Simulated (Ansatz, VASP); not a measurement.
Two plane-wave programs on LiF2

```
Li F
1.0
     3.16993    0.00000    0.00000
    -1.58497    2.74524    0.00000
     0.00000    0.00000    5.17650
Li F
1 2
Direct
  0.33333 0.66667 0.00000
  0.33333 0.66667 0.37500
  0.66667 0.33333 0.87500
```

Change from the starting cell: ordered vacancies on the cation sites of wurtzite (P3m1, No. 156).

Alike in both runs: task relaxation of cell and atoms; functional PBE; k mesh 6 × 6 × 4; occupations gaussian, width 0.1 eV; no spin polarisation.

|  | VASP | Ansatz |
| --- | --- | --- |
| version | VASP 6.6.1 | Ansatz 0.2.0 |
| potentials or method | VASP PAW PBE potentials, release 64 (Li_sv, F), cutoff 600 eV | scalar-relativistic, plane waves, PAW |
| valence electrons in the cell | 17 | 17 |

|  | VASP | Ansatz | Ansatz less VASP |
| --- | --- | --- | --- |
| gap on the k mesh at the Fermi level, each at its own relaxed structure (eV) | none | none | - |
| relaxed volume (Å³/atom) | 12.13 | 12.17 | +0.043 |
| relaxed cell length with the largest relative difference (Å) | 3.780 | 3.786 | +0.0060 |

A gap of «none» marks a metal or a gap that the smearing closes.

The k mesh is coarse, so the values compare programs but aren't converged. Noted on VASP's run: the cutoff is short for stress, so the pressure is rough; the volume moved by over 15 % at a fixed basis, so the end points are rough.
